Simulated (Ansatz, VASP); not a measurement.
AlN in VASP and in Ansatz

The input INCAR:

```
PREC = Accurate ; ENCUT = 520
EDIFF = 1E-7 ; ISMEAR = -1
SIGMA = 0.05 ; LREAL = False
LASPH = True ; NELM = 80
ALGO = Normal ; ISIF = 2
LWAVE = False ; LCHARG = False
GGA = PE ; NBANDS = 16
```

KPOINTS

```
Automatic mesh
0
Gamma
  9 9 7
```

POSCAR

```
AlN
1.0
    3.2898861073      0.0000000000      0.0000000000
   -1.6449430536      2.8491249445      0.0000000000
    0.0000000000      0.0000000000      4.1594577035
Al N
2 2
Direct
    0.6666666667      0.3333333333      0.2500000000
    0.3333333333      0.6666666667      0.7500000000
    0.6666666667      0.3333333333      0.7500000000
    0.3333333333      0.6666666667      0.2500000000
```

Contents of input.yaml:

```yaml
crystal:
  lattice:
    - [3.2898861073, 0.0, 0.0]
    - [-1.6449430536, 2.8491249445, 0.0]
    - [0.0, 0.0, 4.1594577035]
  atoms:
    - { symbol: Al, position: [0.6666666667, 0.3333333333, 0.25] }
    - { symbol: Al, position: [0.3333333333, 0.6666666667, 0.75] }
    - { symbol: "N", position: [0.6666666667, 0.3333333333, 0.75] }
    - { symbol: "N", position: [0.3333333333, 0.6666666667, 0.25] }
kpoints:
  mp_grid: { grid: [9, 9, 7] }
scf:
  occupations: { method: fermi_dirac, width: 0.05 }
hamiltonian:
  xc: pbe
  pseudopotentials: { kind: all_electron, lapw: { basis_error: 0.001 } }
output:
  forces: true
  stress: true
  eigenvalues: true
```

Change from the starting cell: volume scaled by 0.98.

Alike in both runs: task single point; functional PBE; k mesh 9 × 9 × 7; occupations fermi-dirac, width 0.05 eV; no spin polarisation.

```csv
,VASP,Ansatz
version,VASP 6.6.1,Ansatz 0.2.0
potentials or method,"VASP PAW PBE potentials, release 64 (Al, N), cutoff 520 eV","all-electron LAPW, scalar-relativistic"
```

|  | VASP | Ansatz | Ansatz less VASP |
| --- | --- | --- | --- |
| gap on the k mesh at the Fermi level (eV) | 3.42 | 3.42 | 0.000 |
| least direct gap on the mesh (eV) | 3.42 | 3.42 | 0.000 |
| pressure (GPa) | 4.4 | 4.6 | +0.25 |
| traceless stress, the component that is largest in VASP (GPa) | -0.58 | -0.65 | -0.069 |

Ansatz ran all-electron here, and VASP with PAW potentials.
